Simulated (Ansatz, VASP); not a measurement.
KBr: VASP beside Ansatz

```
CELL_PARAMETERS angstrom
0.00000 3.27479 3.27479
3.27479 0.00000 3.27479
3.27479 3.27479 0.00000
ATOMIC_POSITIONS crystal
K 0.00000 0.00000 0.00000
Br 0.50000 0.50000 0.50000
```

Alike in both runs: functional PBEsol; k mesh 6 × 6 × 6; occupations gaussian, width 0.02 eV; no spin polarisation.

Ansatz relaxed the structure, and its values are those at the end. VASP's run is a single point on that final structure, the one shown.

```csv
,VASP,Ansatz
version,VASP 6.6.1,Ansatz 0.2.0
potentials or method,"VASP PAW PBE potentials, release 64 (K_sv, Br), cutoff 520 eV","scalar-relativistic, plane waves, PAW"
valence electrons in the cell,16,16
```

Ansatz gave:

| Item | Value |
| --- | --- |
| gap on the k mesh at the Fermi level (eV) | 4.34 |
| least direct gap on the mesh (eV) | 4.34 |
| pressure (GPa) | 0.0 |

Estimate VASP's values.

gap on the k mesh at the Fermi level (eV): 4.34; least direct gap on the mesh (eV): 4.34; pressure (GPa): 0.1.

VASP's potentials were made for PBE, not for PBEsol.
